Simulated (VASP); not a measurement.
A run of VASP 6.6.1 is set up as follows.

File INCAR:

```
SYSTEM = In3O2
ALGO     = Normal         ! electronic algorithm
EDIFF    = 1E-6           ! SCF threshold, eV
ENCUT    = 520            ! plane-wave cutoff, eV
GGA      = PE             ! functional
ISIF     = 2              ! what is computed and relaxed
ISMEAR   = 0              ! smearing method
LASPH    = .TRUE.         ! aspherical terms in the spheres
LCHARG   = .FALSE.        ! write CHGCAR
LREAL    = .FALSE.        ! projectors in reciprocal space
LWAVE    = .FALSE.        ! write WAVECAR
NBANDS   = 34             ! bands
NELM     = 100            ! most SCF steps
PREC     = Accurate       ! precision mode
SIGMA    = 0.1            ! smearing width, eV
```

File KPOINTS:

```
k-points
0
G
  12 12 12
  0 0 0
```

POSCAR

```
In3O2
1.0
    3.6049376927      2.0813117473      2.5257396408
   -3.6049376927      2.0813117473      2.5257396408
    0.0000000000     -4.1626234945      2.5257396409
In O
3 2
Direct
    0.0000000000      0.5000000000      0.0000000000
    0.0000000000      0.0000000000      0.5000000000
    0.5000000000      0.0000000000      0.0000000000
    0.7409728779      0.7409728779      0.7409728779
    0.2590271221      0.2590271221      0.2590271221
```

Potentials or basis: VASP PAW PBE potentials, release 64 (In_d, O).

Run with:

```bash
$ cat potpaw_PBE.64/In_d/POTCAR potpaw_PBE.64/O/POTCAR > POTCAR
$ mpirun -np 1 vasp_std > vasp.out
```

(1) Estimate the band gap on the k mesh.

(2) What does it give for the largest force?

(3) Estimate the pressure.

Results:

(1) zero (an odd number of electrons rules out a gap without spin polarisation).

(2) 0.023 eV/Å.

(3) 0.1 GPa.

Caveat: spin-orbit coupling is left out, which moves the levels of the heavy elements.
